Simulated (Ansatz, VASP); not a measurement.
Mn: VASP beside Ansatz

The input INCAR:

```
SYSTEM = Mn
AGGAC    = 1.0          
AGGAX    = 1.0          
ALDAC    = 0.0          
ALDAX    = 1.0          
ALGO     = Normal         ! electronic algorithm
EDIFF    = 1E-6           ! SCF threshold, eV
ENCUT    = 520            ! plane-wave cutoff, eV
GGA      = B5             ! functional
ISIF     = 2              ! what is computed and relaxed
ISMEAR   = -1             ! smearing method
LASPH    = .True.         ! aspherical terms in the spheres
LCHARG   = .False.        ! write CHGCAR
LREAL    = .False.        ! projectors in reciprocal space
LWAVE    = .False.        ! write WAVECAR
NBANDS   = 26             ! bands
NELM     = 100            ! most SCF steps
PREC     = Accurate       ! precision mode
SIGMA    = 0.1            ! smearing width, eV
```

The input KPOINTS:

```
k-points
0
Gamma
  10 10 14
  0 0 0
```

Contents of POSCAR:

```
Mn
1.0
    3.8390186017      0.0000000000      0.0000000000
   -1.9195093008      3.3246876346      0.0000000000
    0.0000000000      0.0000000000      2.4206764036
Mn
3
Direct
    1.0000000000      0.0000000000      0.0000000000
    0.3333333333      0.6666666667      0.5000000000
    0.6666666667      0.3333333333      0.5000000000
```

Input for Ansatz:

```yaml
crystal:
  lattice:
    - [3.8390186017, 0.0, 0.0]
    - [-1.9195093008, 3.3246876346, 0.0]
    - [0.0, 0.0, 2.4206764036]
  atoms:
    - { symbol: Mn, position: [1.0, 0.0, 0.0] }
    - { symbol: Mn, position: [0.3333333333, 0.6666666667, 0.5] }
    - { symbol: Mn, position: [0.6666666667, 0.3333333333, 0.5] }
hamiltonian:
  xc: blyp
  pseudopotentials:
    kind: paw
    azcp:
      Mn: "pseudopotentials/Mn.paw.azcp"
basis:
  ecutwfc: 420
  fft_grid_basis: typed
kpoints:
  mp_grid: { grid: [10, 10, 14], shift: [0, 0, 0] }
magnetization:
  spin_polarized: false
scf:
  occupations: { method: fermi_dirac, width: 0.1 }
  lower_state_search: "off"
output:
  stress: true
  write_density: true
  write_potential: true
  elf: true
  volumetric_format: npy
```

Alike in both runs: task single point; functional BLYP; k mesh 10 × 10 × 14; occupations fermi-dirac, width 0.1 eV; no spin polarisation.

|  | VASP | Ansatz |
| --- | --- | --- |
| version | VASP 6.6.1 | Ansatz 0.2.0 |
| potentials or method | VASP PAW PBE potentials, release 64 (Mn_pv), cutoff 520 eV | plane waves (420 eV) with PAW, scalar-relativistic |
| valence electrons in the cell | 39 | 45 |

VASP gave:

```
pressure (GPa)                                                : 24.9
traceless stress, the component that is largest in VASP (GPa) : -1.57
```

Estimate Ansatz's values.

pressure (GPa): 24.6; traceless stress, the component that is largest in VASP (GPa): -1.36.

VASP's potentials were made for PBE, not for BLYP. The functional is the same, so the differences come from potentials, cutoffs and numerics. VASP's potentials hold 39 valence electrons a cell and Ansatz's 45, so a difference there can come from the potentials and not from the codes.
